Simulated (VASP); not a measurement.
# Fe (Im-3m) in VASP: further runs

Runs on Fe. Level: LDA. Tasks: single point.

All numbers are computed with VASP 6.6.1; they aren't measurements. Logs are shortened: lines on timing, memory, paths and dates and some standing lists are left out, and cuts for length are marked.

**1. The cell of the first run**

Symmetry: Im-3m, No. 229, cubic system. The conventional cell has a = 2.750 Å, b = 2.750 Å, c = 2.750 Å, α = 90.00°, β = 90.00°, γ = 90.00°. Within 3.1 Å of Fe (site symmetry m-3m) lie 14 Fe at 2.38 to 2.75 Å.

**2. Single point, LDA, collinear spin, ferromagnetic start (10.40 Å³/atom)**

Input file INCAR:

```
SYSTEM = Fe
ALGO = Normal
EDIFF = 1E-7
ENCUT = 520
ISIF = 2
ISMEAR = 0
ISPIN = 2
LASPH = .TRUE.
LCHARG = .TRUE.
LELF = .TRUE.
LMAXMIX = 4
LORBIT = 11
LREAL = .FALSE.
LVHAR = .TRUE.
LWAVE = .FALSE.
MAGMOM = 2.2
NBANDS = 14
NELM = 150
PREC = Accurate
SIGMA = 0.05
```

Input file KPOINTS:

```
k-points
0
G
  22 22 22
  0 0 0
```

Input file POSCAR:

```
Fe
1.0
   -1.3748523950      1.3748523950      1.3748523950
    1.3748523950     -1.3748523950      1.3748523950
    1.3748523950      1.3748523950     -1.3748523950
Fe
1
Direct
    0.0000000000      0.0000000000      0.0000000000
```

Potentials or basis: VASP PAW LDA potentials, release 64 (Fe).

The run is started by

```console
> cat potpaw_LDA.64/Fe/POTCAR > POTCAR
> mpirun -np 1 vasp_std > vasp.out
```

OUTCAR:

```text
SYSTEM = Fe
   EDIFF = 1E-7
   ENCUT = 520
   ISIF = 2
   ISMEAR = 0
   ISPIN = 2
   LASPH = .TRUE.
   LORBIT = 11
   LREAL = .FALSE.
   NELM = 150
   PREC = Accurate

 ion  position               nearest neighbor table
   1  0.000  0.000  0.000-

  LATTYP: Found a body centered cubic cell.
 ALAT       =     2.7497047900

  Lattice vectors:

 A1 = (  -1.3748523950,   1.3748523950,   1.3748523950)
 A2 = (   1.3748523950,  -1.3748523950,   1.3748523950)
 A3 = (   1.3748523950,   1.3748523950,  -1.3748523950)

Analysis of symmetry for initial positions (statically):
=====================================================================
 Subroutine PRICEL returns:
 Original cell was already a primitive cell.

 Routine SETGRP: Setting up the symmetry group for a
 body centered cubic supercell.

 Subroutine GETGRP returns: Found 48 space group operations
 (whereof 48 operations were pure point group operations)
 out of a pool of 48 trial point group operations.

The static configuration has the point symmetry O_h .

Analysis of symmetry for dynamics (positions and initial velocities):
=====================================================================
 Subroutine PRICEL returns:
 Original cell was already a primitive cell.

 Routine SETGRP: Setting up the symmetry group for a
 body centered cubic supercell.

 Subroutine GETGRP returns: Found 48 space group operations
 (whereof 48 operations were pure point group operations)
 out of a pool of 48 trial point group operations.

The dynamic configuration has the point symmetry O_h .

Analysis of structural, dynamic, and magnetic symmetry:
=====================================================================
 Subroutine PRICEL returns:
 Original cell was already a primitive cell.

 Routine SETGRP: Setting up the symmetry group for a
 body centered cubic supercell.

 Subroutine GETGRP returns: Found 48 space group operations
 (whereof 48 operations were pure point group operations)
 out of a pool of 48 trial point group operations.

The overall configuration has the point symmetry O_h .

 Subroutine INISYM returns: Found 48 space group operations
 (whereof 48 operations are pure point group operations),
 and found     1 'primitive' translations

----------------------------------------------------------------------------------------

                                     Primitive cell

  volume of cell :      10.3951

[... 122 lines left out ...]
 NGX is ok and might be reduce to    18
   NGX =  9   NGY =  9   NGZ =  9

 number of electron       7.9999993 magnetization       1.9423905

 Free energy of the ion-electron system (eV)
  ---------------------------------------------------
  ext. energy  EPLUGINS =         0.00000000
  ---------------------------------------------------
  free energy    TOTEN  =        -9.22334700 eV

  energy without entropy =       -9.22186132  energy(sigma->0) =       -9.22260416

 E-fermi :   6.7177     XC(G=0): -13.9259

 val. band max:        6.7135605328   @ k =   0.3636   0.0000   0.0000
 cond. band min:       6.7187704520   @ k =  -0.3636   0.4091   0.0909
 fundamental gap:      0.0052099192
 Fermi energy:         6.7177377248

 spin component 1

 k-point     1 :       0.0000    0.0000    0.0000
  band No.  band energies     occupation
      1      -2.3816      1.00000
      2       4.2197      1.00000
      3       4.2197      1.00000
      4       4.2197      1.00000
      5       5.7673      1.00000
      6       5.7673      1.00000
      7      32.4023      0.00000
      8      32.4023      0.00000
      9      32.4023      0.00000
     10      38.1494      0.00000
     11      38.1494      0.00000
     12      40.8357      0.00000
     13      40.8357      0.00000
     14      40.8357      0.00000
[... 379 lines left out ...]
      3       3.9548      1.00000
      4       5.2312      1.00000
      5       5.4454      1.00000
      6       5.8689      1.00000
      7      26.6162      0.00000
      8      28.3867      0.00000
      9      32.7429      0.00000
     10      33.1816      0.00000
     11      37.1149      0.00000
     12      38.7368      0.00000
     13      42.7505      0.00000
     14      42.7991      0.00000

 [... further k-points ...]

 spin component 2

 k-point     1 :       0.0000    0.0000    0.0000
  band No.  band energies     occupation
      1      -2.0125      1.00000
      2       5.7948      1.00000
      3       5.7948      1.00000
      4       5.7948      1.00000
      5       7.8585      0.00000
      6       7.8585      0.00000
      7      32.5716      0.00000
      8      32.5716      0.00000
      9      32.5716      0.00000
     10      38.6213      0.00000
     11      38.6213      0.00000
     12      41.6089      0.00000
     13      41.6089      0.00000
     14      41.6089      0.00000
[... 379 lines left out ...]
      3       5.4807      1.00000
      4       6.8605      0.00003
      5       7.4484      0.00000
      6       7.9681      0.00000
      7      27.2267      0.00000
      8      28.9093      0.00000
      9      33.1303      0.00000
     10      33.8144      0.00000
     11      37.5900      0.00000
     12      39.3724      0.00000
     13      43.2146      0.00000
     14      43.4372      0.00000

 [... further k-points ...]

------------------------ aborting loop because EDIFF is reached ----------------------------------------

  FORCE on cell =-STRESS in cart. coord.  units (eV):
  Direction    XX          YY          ZZ          XY          YZ          ZX
  --------------------------------------------------------------------------------------
  -------------------------------------------------------------------------------------
  Total       -0.0664986     -0.0664986     -0.0664986     -0.0000000     -0.0000000     -0.0000000
  in kB      -10.2493153    -10.2493153    -10.2493153     -0.0000000     -0.0000000     -0.0000000
  external PRESSURE =     -10.2493153 kB  Pullay stress =       0.0000000 kB

 VOLUME and BASIS-vectors are now :
 -----------------------------------------------------------------------------
  energy-cutoff  :      520.00
  volume of cell :       10.40
      direct lattice vectors                 reciprocal lattice vectors
    -1.374852395  1.374852395  1.374852395     0.000000000  0.363675404  0.363675404
     1.374852395 -1.374852395  1.374852395     0.363675404  0.000000000  0.363675404
     1.374852395  1.374852395 -1.374852395     0.363675404  0.363675404  0.000000000

 POSITION                                       TOTAL-FORCE (eV/Angst)
 -----------------------------------------------------------------------------------
      0.00000      0.00000      0.00000         0.000000     -0.000000      0.000000
 -----------------------------------------------------------------------------------
    total drift:                                0.000000      0.000000      0.000000

  FREE ENERGIE OF THE ION-ELECTRON SYSTEM (eV)
  ---------------------------------------------------
  free  energy   TOTEN  =        -9.2233470035 eV

  energy  without entropy=       -9.2218613226  energy(sigma->0) =       -9.22260416

 total charge

# of ion       s       p       d       tot
------------------------------------------
    1        0.527   0.617   6.333   7.477

 magnetization (x)

# of ion       s       p       d       tot
------------------------------------------
    1       -0.009  -0.035   1.954   1.910
```

Run time: 38 s. Hardware: 1 thread of Intel Xeon 6975P-C (Granite Rapids), shared host; peak memory 0.17 GiB.

Results:

| Property | Result |
| --- | --- |
| Free energy | -9.2233 eV |
| Pressure | -1.0 GPa |
| Net moment | 1.94 μB per cell |
| Site moments | Fe +1.91 μB |
| Valence electrons inside the program's atomic spheres | Fe 7.48 |

**3. Single point, LDA, collinear spin, ferromagnetic start (10.45 Å³/atom)**

This run uses another cell than the first one, of 10.45 Å³/atom.

Input file INCAR:

```
  PREC = Accurate
  ENCUT = 520
  EDIFF = 1E-6
  ISMEAR = 0
  SIGMA = 0.05
  LREAL = F
  LASPH = T
  NELM = 150
  ALGO = Normal
  ISIF = 2
  LWAVE = F
  LCHARG = F
  ISPIN = 2
  MAGMOM = 2.33
  LORBIT = 11
  LMAXMIX = 4
  NBANDS = 14
```

Input file KPOINTS:

```
Automatic mesh
0
Gamma
  22 22 22
```

Input file POSCAR:

```
Fe
1.0
   -1.3771794635      1.3771794635      1.3771794635
    1.3771794635     -1.3771794635      1.3771794635
    1.3771794635      1.3771794635     -1.3771794635
Fe
1
Direct
    0.0000000000      0.0000000000      0.0000000000
```

Potentials or basis: VASP PAW LDA potentials, release 64 (Fe).

The run is started by

```console
> cat potpaw_LDA.64/Fe/POTCAR > POTCAR
> mpirun -np 1 vasp_std > vasp.out
```

Wall time 36 s (1 thread of Intel Xeon 6975P-C (Granite Rapids), shared host); peak memory 0.17 GiB.

It converged, with:

```
Free energy                                           : -9.2228 eV
Pressure                                              : -2.3 GPa
Net moment                                            : 1.95 μB per cell
Site moments                                          : Fe +1.92 μB
Valence electrons inside the program's atomic spheres : Fe 7.46
```

Levels at points of the mesh, in eV from the Fermi level:
Spin up:
| k point | band 2 | band 3 | band 4 | band 5 | band 6 | band 7 | band 8 | band 9 |
| --- | --- | --- | --- | --- | --- | --- | --- | --- |
| (0.00, 0.00, 0.00) | -2.48 | -2.48 | -2.48 | -0.95 | -0.95 | 25.64 | 25.64 | 25.64 |
| (0.50, 0.00, 0.00) | -3.74 | -0.91 | -0.72 | 0.36 | 0.62 | 8.11 | 18.91 | 21.36 |
| (0.50, 0.50, 0.50) | -5.34 | 0.31 | 0.31 | 0.31 | 10.36 | 10.36 | 10.36 | 16.53 |
Spin down:
| k point | band 1 | band 2 | band 3 | band 4 | band 5 | band 6 | band 7 |
| --- | --- | --- | --- | --- | --- | --- | --- |
| (0.00, 0.00, 0.00) | -8.70 | -0.90 | -0.90 | -0.90 | 1.15 | 1.15 | 25.81 |
| (0.50, 0.00, 0.00) | -4.33 | -2.31 | 0.73 | 1.07 | 1.43 | 2.46 | 9.33 |
| (0.50, 0.50, 0.50) | -3.91 | -3.91 | 2.12 | 2.12 | 2.12 | 10.81 | 10.81 |

**4. Single point, LDA, collinear spin, ferromagnetic start (10.60 Å³/atom)**

This run uses another cell than the first one, of 10.60 Å³/atom.

Input file INCAR:

```
SYSTEM = Fe
  PREC = Accurate
  ENCUT = 520
  EDIFF = 1E-7
  ISMEAR = 0
  SIGMA = 0.05
  LREAL = .False.
  LASPH = .True.
  NELM = 150
  ALGO = Fast
  ISIF = 2
  LWAVE = .False.
  LCHARG = .True.
  ISPIN = 2
  MAGMOM = 2.18
  LORBIT = 11
  LMAXMIX = 4
  GGA = CA
  LELF = .True.
  LVHAR = .True.
  NBANDS = 14
```

Input file KPOINTS:

```
regular mesh
0
Gamma
  22 22 22
  0 0 0
```

Input file POSCAR:

```
Fe
1.0
   -1.3839576431      1.3839576431      1.3839576431
    1.3839576431     -1.3839576431      1.3839576431
    1.3839576431      1.3839576431     -1.3839576431
Fe
1
Direct
    0.0000000000      0.0000000000      0.0000000000
```

The run is started by

```console
> cat potpaw_LDA.64/Fe/POTCAR > POTCAR
> mpirun -np 1 vasp_std > vasp.out
```

Wall time 42 s (1 thread of Intel Xeon 6975P-C (Granite Rapids), shared host); peak memory 0.17 GiB.

Results (log left out):

```yaml
Free_energy: -9.2189 eV
Pressure: -5.7 GPa
Band_gap_on_the_k_mesh: zero (filled and empty bands overlap)
Net_moment: 1.99 μB per cell
Site_moments: Fe +1.95 μB
Valence_electrons_inside_the_program's_atomic_spheres: Fe 7.43
```

Levels at points of the mesh, in eV from the Fermi level:
Spin up:
| k point | band 1 | band 2 | band 3 | band 4 | band 5 | band 6 | band 7 | band 8 | band 9 | band 10 |
| --- | --- | --- | --- | --- | --- | --- | --- | --- | --- | --- |
| (0.00, 0.00, 0.00) | -8.97 | -2.45 | -2.45 | -2.45 | -0.95 | -0.95 | 25.50 | 25.50 | 25.50 | 31.10 |
| (0.50, 0.00, 0.00) | -5.35 | -3.68 | -0.91 | -0.72 | 0.37 | 0.59 | 7.97 | 18.79 | 21.12 | 24.39 |
| (0.50, 0.50, 0.50) | -5.24 | -5.24 | 0.28 | 0.28 | 0.28 | 10.25 | 10.25 | 10.25 | 16.37 | 16.37 |
Spin down:
| k point | band 1 | band 2 | band 3 | band 4 | band 5 | band 6 | band 7 | band 8 |
| --- | --- | --- | --- | --- | --- | --- | --- | --- |
| (0.00, 0.00, 0.00) | -8.60 | -0.84 | -0.84 | -0.84 | 1.18 | 1.18 | 25.67 | 25.67 |
| (0.50, 0.00, 0.00) | -4.22 | -2.22 | 0.74 | 1.09 | 1.45 | 2.46 | 9.20 | 19.09 |
| (0.50, 0.50, 0.50) | -3.78 | -3.78 | 2.12 | 2.12 | 2.12 | 10.71 | 10.71 | 10.71 |

Caveat: the cell stands under tension.

**5. Summary**

| cell | gap on the mesh (eV) | pressure (GPa) | moment (μB) |
| --- | --- | --- | --- |
| a = 2.381 Å, angles 109.5°, 1 atom | none | -1.0 | 1.94 |
| a = 2.385 Å, angles 109.5°, 1 atom | none | -2.3 | 1.95 |
| a = 2.397 Å, angles 109.5°, 1 atom | none | -5.7 | 1.99 |

Alike in all rows: task single point; level LDA; potentials or basis VASP PAW LDA potentials, release 64 (Fe); spin collinear, ferromagnetic start; k mesh 22 × 22 × 22; cutoff (eV) 520; smearing gaussian 0.05 eV.

Caveats: the cell stands under tension (at least some runs).

Absolute energies hang on the potentials; compare differences alone.
